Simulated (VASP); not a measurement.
Sn:

```xyz
1
Lattice="3.1155 0.0000 0.0000 0.0000 3.1155 0.0000 0.0000 0.0000 3.1155" Properties=species:S:1:pos:R:3 pbc="T T T"
Sn    0.0000    0.0000    0.0000
```

This isn't the form of Sn at room conditions, which is tetragonal (white tin).

* Program: VASP 6.6.1
* Task: relaxation of cell and atoms
* Functional: PBE
* Potentials or basis: VASP PAW PBE potentials, release 64 (Sn_d)
* Cutoff: 600 eV
* k mesh: 13 × 13 × 13
* Occupations: fermi-dirac, width 0.05 eV
* Spin: no spin polarisation

At the start: pressure -1.2 GPa; volume 30.24 Å³/atom.

Question: Where does the relaxation end?

Answer: Over 3 steps the energy falls by 2.9 meV/atom and the volume is 29.45 Å³/atom (-2.6 %); space group Pm-3m (No. 221, to 0.1 Å) before and after.

Step by step:
```tsv
step	energy change (eV)	largest force (eV/Å)	pressure (GPa)	volume (Å³)
1	0.0000	0.0000	-1.16	30.24
2	-0.0028	0.0000	0.26	29.29
3	-0.0029	0.0000	0.01	29.45
```

Final structure:
```
Sn
1.0
     3.08812    0.00000    0.00000
     0.00000    3.08812    0.00000
     0.00000    0.00000    3.08812
Sn
1
Cartesian
  0.0000 0.0000 0.0000
```
